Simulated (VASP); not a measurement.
Here is a VASP 6.6.1 calculation.

Contents of INCAR:

```
SYSTEM = Si16Ge
PREC = Accurate
ENCUT = 520
EDIFF = 1E-7
ISMEAR = 0
SIGMA = 0.02
LREAL = Auto
LASPH = .True.
NELM = 60
ALGO = Normal
ISIF = 2
LWAVE = .False.
LCHARG = .True.
GGA = PE
IVDW = 12
LELF = .True.
LVHAR = .True.
NBANDS = 53
```

Contents of KPOINTS:

```
Automatic mesh
0
Gamma
  2 2 2
  0 0 0
```

File POSCAR:

```
Si16Ge
1.0
    0.0000000000      5.4300000000      5.4300000000
    5.4300000000      0.0000000000      5.4300000000
    5.4300000000      5.4300000000      0.0000000000
Si Ge
16 1
Direct
   -0.0028714349      0.0031260130      0.0026306668
    0.1274537634      0.1241174292      0.1235475237
   -0.0051166260      0.0053692819      0.4943077722
    0.1226772832      0.1368909086      0.6172653199
   -0.0048899769      0.4950229189      0.0046488599
    0.1231808320      0.6177685165      0.1363866101
    0.0001740426      0.5000865255      0.4995792751
    0.1178539543      0.6230949329      0.6220870740
    0.5001573234      0.0000723876     -0.0003737698
    0.6248949868      0.1240516911      0.1236128774
    0.5052400713      0.0051564349      0.4945213971
    0.6241219863      0.1247848800      0.6269205128
    0.5054456794      0.4948093497      0.0048623090
    0.6242036863      0.6273686940      0.1243033514
    0.5032245720      0.4970226751      0.4965414527
    0.6369777839      0.6225920583      0.6225898054
    0.2501729730      0.7500858029      0.7495819624
```

Potentials or basis: VASP PAW PBE potentials, release 64 (Si, Ge_d).

The run is started by

```sh
$ cat potpaw_PBE.64/Si/POTCAR potpaw_PBE.64/Ge_d/POTCAR > POTCAR
$ mpirun -np 1 vasp_std > vasp.out
```

**Question.** Predict the pressure.

**Answer.** 3.7 GPa.

**Question.** Estimate the largest force.

**Answer.** 0.005 eV/Å.

Stress tensor (GPa, compression positive):
```
3.39 0.00 0.00
0.00 3.85 0.00
0.00 0.00 3.80
```

Caveat: the k points lie up to 0.50 Å⁻¹ apart.
